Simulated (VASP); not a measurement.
Input of a VASP 6.6.1 run:

POSCAR

```
CuO
1.0
    2.3366000000     -1.7385000000      0.0000000000
    2.3366000000      1.7385000000      0.0000000000
   -0.7621600000      0.0000000000      5.0619400000
Cu O
2 2
Direct
    0.0000000000      0.5000000000      0.0000000000
    0.5000000000      0.0000000000      0.5000000000
    0.5483000000      0.4517000000      0.2500000000
    0.4517000000      0.5483000000      0.7500000000
```

The input INCAR.step1:

```
SYSTEM = CuO
  ALGO = Normal
  EDIFF = 1E-4
  ENCUT = 520
  GGA = PE
  ISMEAR = -1
  ISPIN = 2
  ISYM = 0
  LASPH = .True.
  LCHARG = .False.
  LMAXMIX = 4
  LREAL = .False.
  LUSENCCL = .False.
  LWAVE = .True.
  MAGMOM = 1 -1 0 0
  NBANDS = 29
  NELM = 150
  PREC = Accurate
  SIGMA = 0.05
```

Contents of INCAR.step2:

```
SYSTEM = CuO
  ALGO = Normal
  EDIFF = 1E-6
  ENCUT = 520
  ISIF = 2
  ISMEAR = -1
  ISPIN = 2
  ISTART = 1
  ISYM = 0
  LASPH = .True.
  LCHARG = .True.
  LELF = .True.
  LMAXMIX = 4
  LMIXTAU = .True.
  LORBIT = 11
  LREAL = .False.
  LUSENCCL = .False.
  LVHAR = .True.
  LWAVE = .False.
  MAGMOM = 1 -1 0 0
  METAGGA = R2SCAN
  NBANDS = 29
  NELM = 150
  PREC = Accurate
  SIGMA = 0.05
```

Contents of KPOINTS:

```
k-points
0
Gamma
  7 7 4
  0 0 0
```

Potentials or basis: VASP PAW PBE potentials, release 64 (Cu, O).

The run is started by

```sh
$ cat potpaw_PBE.64/Cu/POTCAR potpaw_PBE.64/O/POTCAR > POTCAR
$ cp INCAR.step1 INCAR
$ mpirun -np 1 vasp_std > vasp.out
$ cp INCAR.step2 INCAR
$ mpirun -np 1 vasp_std > vasp.out
```

(1) Estimate the largest force.

(2) Estimate the pressure.

Answers

(1) 0.192 eV/Å.

(2) 1.2 GPa.

Caveat: the PAW data sets were made with another functional, which shifts forces and pressure a little.
